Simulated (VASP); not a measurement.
# In3SbTe2 (P6mm) in VASP: further runs

The runs below take In3SbTe2 through single point, relaxation of cell and atoms, with PBE.

Everything below comes from runs of VASP 6.6.1. Logs are shortened: lines on timing, memory, paths and dates and some standing lists are left out, and cuts for length are marked.

## Step 1: The cell of the first run

The structure is hexagonal, space group P6mm (No. 183). Conventional cell: a = 6.068 Å, b = 6.068 Å, c = 6.062 Å, α = 90.00°, β = 90.00°, γ = 120.00°. Within 4.0 Å of In (site symmetry 2mm) lie 4 In at 3.03 Å and 4 Te at 3.34 to 3.66 Å and 2 Sb at 3.86 Å. Within 4.8 Å of Sb (site symmetry 6mm) lie 6 Te at 3.53 Å and 12 In at 3.86 to 4.76 Å. Te (site symmetry 3m) has 6 In at 3.34 to 3.66 Å and 3 Te at 3.50 Å and 3 Sb at 3.53 Å within 4.4 Å.

The cell was built from a structure type or drawn by symmetry, and may not be a known phase.

## Step 2: Single point, PBE

File INCAR:

```
ALGO = Normal
EDIFF = 1E-6
ENCUT = 520
GGA = PE
ISIF = 2
ISMEAR = 0
LASPH = True
LCHARG = False
LREAL = False
LWAVE = False
NBANDS = 37
NELM = 80
PREC = Accurate
SIGMA = 0.1
```

File KPOINTS:

```
k-points
0
Gamma
  6 6 6
```

File POSCAR:

```
In3SbTe2
1.0
    6.0680819224      0.0000000000      0.0000000000
   -3.0340409612      5.2551130970      0.0000000000
    0.0000000000      0.0000000000      6.0624541419
In Sb Te
3 1 2
Direct
    0.5000000000      0.0000000000      0.8386342058
    0.0000000000      0.5000000000      0.8386342058
    0.5000000000      0.5000000000      0.8386342058
    0.0000000000      0.0000000000      0.2335630415
    0.3333333333      0.6666666667      0.3080698805
    0.6666666667      0.3333333333      0.3080698805
```

Potentials or basis: VASP PAW PBE potentials, release 64 (In_d, Sb, Te).

Started as:

```bash
> cat potpaw_PBE.64/In_d/POTCAR potpaw_PBE.64/Sb/POTCAR potpaw_PBE.64/Te/POTCAR > POTCAR
> mpirun -np 1 vasp_std > vasp.out
```

OUTCAR:

```text
EDIFF = 1E-6
   ENCUT = 520
   GGA = PE
   ISIF = 2
   ISMEAR = 0
   LASPH = True
   LREAL = False
   NELM = 80
   PREC = Accurate

 ion  position               nearest neighbor table
   1  0.500  0.000  0.839-   2 3.03   3 3.03   3 3.03   2 3.03   5 3.34   6 3.34   5 3.66   6 3.66
                             4 3.86   4 3.86
   2  0.000  0.500  0.839-   1 3.03   1 3.03   3 3.03   3 3.03   5 3.34   6 3.34   5 3.66   6 3.66
                             4 3.86   4 3.86
   3  0.500  0.500  0.839-   1 3.03   1 3.03   2 3.03   2 3.03   5 3.34   6 3.34   5 3.66   6 3.66
                             4 3.86   4 3.86
   4  0.000  0.000  0.234-   5 3.53   6 3.53   5 3.53   6 3.53   6 3.53   5 3.53   2 3.86   2 3.86
                             3 3.86   3 3.86   1 3.86   1 3.86
   5  0.333  0.667  0.308-   1 3.34   2 3.34   3 3.34   6 3.50   6 3.50   6 3.50   4 3.53   4 3.53
                             4 3.53   1 3.66   2 3.66   3 3.66
   6  0.667  0.333  0.308-   1 3.34   2 3.34   3 3.34   5 3.50   5 3.50   5 3.50   4 3.53   4 3.53
                             4 3.53   1 3.66   2 3.66   3 3.66

  LATTYP: Found a hexagonal cell.
 ALAT       =     6.0680819224
 C/A-ratio  =     0.9990725602

  Lattice vectors:

 A1 = (   6.0680819224,   0.0000000000,   0.0000000000)
 A2 = (  -3.0340409612,   5.2551130970,   0.0000000000)
 A3 = (   0.0000000000,   0.0000000000,   6.0624541419)

Analysis of symmetry for initial positions (statically):
=====================================================================
 Subroutine PRICEL returns:
 Original cell was already a primitive cell.

 Routine SETGRP: Setting up the symmetry group for a
 hexagonal supercell.

 Subroutine GETGRP returns: Found 12 space group operations
 (whereof 12 operations were pure point group operations)
 out of a pool of 24 trial point group operations.

The static configuration has the point symmetry C_6v.

Analysis of symmetry for dynamics (positions and initial velocities):
=====================================================================
 Subroutine PRICEL returns:
 Original cell was already a primitive cell.

 Routine SETGRP: Setting up the symmetry group for a
 hexagonal supercell.

 Subroutine GETGRP returns: Found 12 space group operations
 (whereof 12 operations were pure point group operations)
 out of a pool of 24 trial point group operations.

The dynamic configuration has the point symmetry C_6v.

[... 106 lines left out ...]
   EDIFF  = 0.1E-05   stopping-criterion for ELM
   LREAL  =      F    real-space projection
   EDIFFG = 0.1E-04   stopping-criterion for IOM
   NSW    =      0    number of steps for IOM
   IBRION =     -1    ionic relax: 0-MD 1-quasi-New 2-CG
   NFREE  =      0    steps in history (QN), initial steepest desc. (CG)
   ISIF   =      2    stress and relaxation
   ISYM   =      2    0-nonsym 1-usesym 2-fastsym
   POTIM  = 0.5000    time-step for ionic-motion
   TEBEG  =    0.0;   TEEND  =   0.0 temperature during run
   PSTRESS=    0.0 pullay stress
   NELECT =      56.0000    total number of electrons
   NUPDOWN=      -1.0000    fix difference up-down
   EMIN   =  10.00;   EMAX   =-10.00  energy-range for DOS
   EFERMI =   0.00;   METHOD = LEGACY
   ISMEAR =     0;   SIGMA  =   0.10  broadening in eV -4-tet -1-fermi 0-gaus
   EFERMI_NEDOS =   21; number of points for ismear=-14 and -15
   IALGO  =     38    algorithm
   IMIX   =      4    mixing-type and parameters
     AMIX     =   0.40;   BMIX     =  1.00
     AMIX_MAG =   1.60;   BMIX_MAG =  1.00
  volume/ion in A,a.u.               =      32.22       217.43
  Fermi-wavevector in a.u.,A,eV,Ry     =   1.083204  2.046958 15.964131  1.173331
  Thomas-Fermi vector in A             =   2.219264
   LORBIT       =      0    0 simple, 1 ext, 2 COOP (PROOUT), +10 PAW based schemes
   GGA     = PE    functional components
   LHFCALC =     F    Hartree Fock is set to
   AEXX    =    0.0000 exact exchange contribution
   IVDW    =     0    specifies the selected vdW correction
   LEPSILON=     F    determine dielectric tensor
   LRPA    =     F    only Hartree local field effects (RPA)
 non-spin polarized calculation
 Gauss-broadening in eV      SIGMA  =   0.10
  energy-cutoff  :      520.00
  volume of cell :      193.32
 maximum number of plane-waves:      5253
 NGX is ok and might be reduce to    48
   NGX = 23   NGY = 23   NGZ = 23

 number of electron      55.9999982 magnetization

 Free energy of the ion-electron system (eV)
  ---------------------------------------------------
  ext. energy  EPLUGINS =         0.00000000
  ---------------------------------------------------
  free energy    TOTEN  =       -16.89370104 eV

  energy without entropy =      -16.87351265  energy(sigma->0) =      -16.88360684

 E-fermi :   5.8227     XC(G=0):  -9.2577

 val. band max:        5.8058065960   @ k =   0.3333   0.1667   0.3333
 cond. band min:       5.8281936835   @ k =   0.5000  -0.0000   0.5000
 fundamental gap:      0.0223870874
 Fermi energy:         5.8226939848

 k-point     1 :       0.0000    0.0000    0.0000
  band No.  band energies     occupation
      1      -9.1898      2.00000
      2      -9.0671      2.00000
      3      -9.0671      2.00000
      4      -8.9390      2.00000
      5      -8.8309      2.00000
      6      -8.7824      2.00000
[... 949 lines left out ...]
     36      10.4377      0.00000
     37      11.1295      0.00000

 [... further k-points ...]

------------------------ aborting loop because EDIFF is reached ----------------------------------------

  FORCE on cell =-STRESS in cart. coord.  units (eV):
  Direction    XX          YY          ZZ          XY          YZ          ZX
  --------------------------------------------------------------------------------------
  -------------------------------------------------------------------------------------
  Total       -0.0094194     -0.0094194     -0.0222487      0.0000000      0.0000000     -0.0000000
  in kB       -0.0780641     -0.0780641     -0.1843879      0.0000000      0.0000000     -0.0000000
  external PRESSURE =      -0.1135054 kB  Pullay stress =       0.0000000 kB

 VOLUME and BASIS-vectors are now :
 -----------------------------------------------------------------------------
  energy-cutoff  :      520.00
  volume of cell :      193.32
      direct lattice vectors                 reciprocal lattice vectors
     6.068081922  0.000000000  0.000000000     0.164796720  0.095145431  0.000000000
    -3.034040961  5.255113097  0.000000000     0.000000000  0.190290862  0.000000000
     0.000000000  0.000000000  6.062454142     0.000000000  0.000000000  0.164949701

 POSITION                                       TOTAL-FORCE (eV/Angst)
 -----------------------------------------------------------------------------------
      3.03404      0.00000      5.08418         0.000000     -0.000000     -0.003399
     -1.51702      2.62756      5.08418        -0.000000     -0.000000     -0.003399
      1.51702      2.62756      5.08418        -0.000000     -0.000000     -0.003399
      0.00000      0.00000      1.41597         0.000000      0.000000      0.003436
     -0.00000      3.50341      1.86766         0.000000     -0.000000      0.003381
      3.03404      1.75170      1.86766        -0.000000      0.000000      0.003381
 -----------------------------------------------------------------------------------
    total drift:                                0.000000      0.000000      0.002121

  FREE ENERGIE OF THE ION-ELECTRON SYSTEM (eV)
  ---------------------------------------------------
  free  energy   TOTEN  =       -16.8937010410 eV

  energy  without entropy=      -16.8735126450  energy(sigma->0) =      -16.88360684
```

OSZICAR:

```text
N       E                     dE             d eps       ncg     rms          rms(c)
DAV:   1     0.496792586595E+03    0.49679E+03   -0.24303E+04  2072   0.159E+03
DAV:   2     0.404521067294E+02   -0.45634E+03   -0.44631E+03  2098   0.405E+02
DAV:   3    -0.139037859691E+02   -0.54356E+02   -0.52822E+02  2565   0.154E+02
DAV:   4    -0.169100345882E+02   -0.30062E+01   -0.29833E+01  2419   0.361E+01
DAV:   5    -0.170632348027E+02   -0.15320E+00   -0.15316E+00  3013   0.791E+00    0.770E+00
DAV:   6    -0.169151895414E+02    0.14805E+00   -0.62967E-01  2443   0.433E+00    0.477E+00
DAV:   7    -0.168955118307E+02    0.19678E-01   -0.13546E-01  2374   0.194E+00    0.168E+00
DAV:   8    -0.168934557513E+02    0.20561E-02   -0.21009E-02  2579   0.775E-01    0.442E-01
DAV:   9    -0.168936271764E+02   -0.17143E-03   -0.38291E-03  2781   0.381E-01    0.299E-01
DAV:  10    -0.168936939135E+02   -0.66737E-04   -0.59365E-04  2509   0.211E-01    0.848E-02
DAV:  11    -0.168936961404E+02   -0.22269E-05   -0.73670E-05  2401   0.551E-02    0.396E-02
DAV:  12    -0.168937003673E+02   -0.42268E-05   -0.15418E-05  2207   0.191E-02    0.856E-03
DAV:  13    -0.168937010410E+02   -0.67372E-06   -0.21352E-06  1887   0.874E-03
   1 F= -.16893701E+02 E0= -.16883607E+02  d E =-.201884E-01
```

stdout:

```text
POSCAR found type information on POSCAR InSbTe
 POSCAR found :  3 types and       6 ions
 scaLAPACK will be used
 LDA part: xc-table for (Slater+PW92), standard interpolation
 POSCAR, INCAR and KPOINTS ok, starting setup
 FFT: planning ... GRIDC
 FFT: planning ... GRID_SOFT
 FFT: planning ... GRID
 WAVECAR not read
 entering main loop
```

It took 2.6 min on 1 thread of Intel Xeon Platinum 8488C (Sapphire Rapids), shared host; peak memory 0.42 GiB.

Results:

* Free energy: -16.8937 eV
* Pressure: 0.0 GPa
* Largest force: 0.003 eV/Å
* Band gap on the k mesh: zero (bands 28 and 29 overlap by 1.00 eV)

Forces on the atoms (eV/Å):
```
In   0.000  0.000 -0.003
In   0.000  0.000 -0.003
In   0.000  0.000 -0.003
Sb   0.000  0.000  0.003
Te   0.000  0.000  0.003
Te   0.000  0.000  0.003
```

Caveat: spin-orbit coupling is left out, which moves the levels of the heavy elements.

## Step 3: Relaxation of cell and atoms, PBE

This run uses another cell than the first one, of 34.60 Å³/atom.

File INCAR:

```
SYSTEM = In3SbTe2
PREC = Accurate
ENCUT = 600
EDIFF = 1E-7
ISMEAR = 0
SIGMA = 0.1
LREAL = .False.
LASPH = .True.
NELM = 80
ALGO = Normal
ISIF = 3
LWAVE = .False.
LCHARG = .False.
GGA = PE
IBRION = 2
NSW = 90
EDIFFG = -0.04
```

File KPOINTS:

```
regular mesh
0
Gamma
  3 3 4
  0 0 0
```

File POSCAR:

```
In3SbTe2
1.0
    6.3161457400      0.0000000000      0.0000000000
   -3.1580728700      5.4699426700      0.0000000000
    0.0000000000      0.0000000000      6.0090670600
In Sb Te
3 1 2
Direct
    0.5000000000      0.0000000000      0.9191321800
    0.0000000000      0.5000000000      0.9191321800
    0.5000000000      0.5000000000      0.9191321800
    0.0000000000      0.0000000000      0.2407854200
    0.3333333300      0.6666666700      0.1837117300
    0.6666666700      0.3333333300      0.1837117300
```

Potentials or basis: VASP PAW PBE potentials, release 64 (In_d, Sb, Te).

Started as:

```bash
> cat potpaw_PBE.64/In_d/POTCAR potpaw_PBE.64/Sb/POTCAR potpaw_PBE.64/Te/POTCAR > POTCAR
> mpirun -np 1 vasp_std > vasp.out
```

Run time: 28 min. Hardware: 1 thread of Intel Xeon Platinum 8488C (Sapphire Rapids), shared host; peak memory 0.39 GiB.

It converged, with:

- Free energy: -16.9634 eV
- Relaxed volume: 32.29 Å³/atom
- Relaxed cell: a = 5.983 Å, b = 5.983 Å, c = 6.248 Å, α = 90.00°, β = 90.00°, γ = 120.00°
- Space group after relaxing (to 0.1 Å): P6mm (No. 183)
- Energy gained by relaxing: 1453.7 meV/atom
- Ionic steps: 32
- Pressure after relaxing: -0.1 GPa
- Largest force after relaxing: 0.040 eV/Å
- Band gap on the k mesh: zero (bands 28 and 29 overlap by 1.18 eV)

Forces in eV/Å, atoms in the order of the input:
```
In   0.000  0.000  0.000
In   0.000  0.000  0.000
In   0.000  0.000  0.000
Sb   0.000  0.000 -0.040
Te   0.000  0.000  0.020
Te   0.000  0.000  0.020
```

Stress tensor (GPa, compression positive):
```
-0.01  0.00  0.00
 0.00 -0.01  0.00
 0.00  0.00 -0.14
```

The path:
```tsv
step	energy change (eV)	largest force (eV/Å)	pressure (GPa)	volume (Å³)
1	0.0000	11.6377	21.84	207.61
2	-4.3225	0.9678	-4.04	383.46
3	-7.4494	0.5244	-2.27	280.94
4	-7.4870	0.5156	-1.97	276.96
5	-7.5131	0.7704	-1.30	269.37
6	-7.8352	0.7407	-1.28	258.07
7	-8.4695	0.3928	-0.11	224.52
8	-8.4877	0.3948	0.63	216.47
9	-8.4890	0.3958	0.49	217.75
10	-8.5207	0.2931	-0.35	221.38
11	-8.5221	0.2929	-0.55	222.33
12	-8.5530	0.2275	-0.47	219.28
13	-8.6204	0.0524	-0.11	210.22
14	-8.6194	0.2077	1.19	192.54
15	-8.6387	0.2518	0.56	199.83
16	-8.6578	0.2332	0.19	199.72
17	-8.6651	0.1747	-0.14	199.51
18	-8.6687	0.1836	0.00	198.55
19	-8.6718	0.1981	0.32	196.58
20	-8.6740	0.1988	0.29	196.70
21	-8.6795	0.1953	0.19	197.03
22	-8.6862	0.1637	0.00	197.69
23	-8.6794	0.0585	-0.33	198.96
24	-8.6870	0.1412	-0.08	198.02
25	-8.6930	0.1236	-0.14	197.92
26	-8.7068	0.0551	-0.31	197.63
27	-8.7121	0.0941	-0.59	197.03
28	-8.7137	0.0448	-0.51	197.24
29	-8.7191	0.0753	0.30	191.87
30	-8.7209	0.0599	0.02	193.57
31	-8.7219	0.0474	-0.02	193.65
32	-8.7222	0.0397	-0.05	193.73
```

Final structure:
```
CELL_PARAMETERS angstrom
5.98344 0.00000 0.00000
-2.99172 5.18181 0.00000
0.00000 0.00000 6.24827
ATOMIC_POSITIONS crystal
In 0.50000 0.00000 0.84219
In 0.00000 0.50000 0.84219
In 0.50000 0.50000 0.84219
Sb 0.00000 0.00000 0.22753
Te 0.33333 0.66667 0.30576
Te 0.66667 0.33333 0.30576
```

Levels at points of the mesh, in eV from the Fermi level:
```
           k point  band 26  band 27  band 28  band 29  band 30  band 31
(0.00, 0.00, 0.00)    -1.14    -1.14    -1.07    -0.17     0.35     0.35
(0.00, 0.00, 0.50)    -2.20    -1.49    -0.59    -0.40    -0.40     0.39
```

Caveat: the k points lie up to 0.40 Å⁻¹ apart in the final cell, too coarse for converged energies and pressures of a metal; spin-orbit coupling is left out, which moves the levels of the heavy elements.
